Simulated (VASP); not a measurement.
Write the native input for VASP 6.6.1 that does the following.

```yaml
Task: single point
Functional: PBE
Potentials_or_basis: VASP PAW PBE potentials, release 64 (Eu, O)
Cutoff: 520 eV
k_mesh: 12 × 12 × 12
Occupations: gaussian, width 0.01 eV
Spin: collinear spin, ferromagnetic start
Starting_moments: "[7.43, 0.0] μB"
Hubbard_terms: Eu f U = 6.0 eV
Dipole_correction: no
Further_INCAR_settings: ALGO = Normal; EDIFF = 1e-07; NBANDS = 22
```

The structure of EuO lies in POSCAR:

```
EuO
1.0
    0.0000000000      2.5878701894      2.5878701894
    2.5878701894      0.0000000000      2.5878701894
    2.5878701894      2.5878701894      0.0000000000
Eu O
1 1
Direct
    0.5000000000      0.5000000000      0.5000000000
    0.0000000000      0.0000000000      0.0000000000
```

These files were run (other wordings do the same):

INCAR

```
SYSTEM = EuO
PREC = Accurate
ENCUT = 520
EDIFF = 1E-7
ISMEAR = 0
SIGMA = 0.01
LREAL = .False.
LASPH = .True.
NELM = 150
ALGO = Normal
ISIF = 2
LWAVE = .False.
LCHARG = .False.
ISPIN = 2
MAGMOM = 7.43 0
LORBIT = 11
LMAXMIX = 6
LDAU = .True.
LDAUTYPE = 2
LDAUL = 3 -1
LDAUU = 6 0
LDAUJ = 0 0
LDAUPRINT = 1
GGA = PE
NBANDS = 22
```

KPOINTS

```
regular mesh
0
Gamma
  12 12 12
  0 0 0
```

Potentials or basis: VASP PAW PBE potentials, release 64 (Eu, O).

Launch:

```console
$ cat potpaw_PBE.64/Eu/POTCAR potpaw_PBE.64/O/POTCAR > POTCAR
$ mpirun -np 1 vasp_std > vasp.out
```

It gave:

| Item | Value |
| --- | --- |
| Pressure | -0.3 GPa |
| Band gap on the k mesh | 0.06 eV, indirect (least direct gap 0.23 eV) |
| Net moment | 7.00 μB per cell |
| Site moments | Eu +6.73; O -0.09 μB |
| Valence electrons inside the program's atomic spheres | Eu 14.95; O 4.95 |

Caveat: spin-orbit coupling is left out, which moves the levels of the heavy elements; a cell with one magnetic atom can't hold antiferromagnetic order, which such compounds often take.

Wall time 120 s on 1 thread of Intel(R) Xeon(R) Platinum 8488C (Sapphire Rapids), on a shared host, peak memory 0.26 GiB.
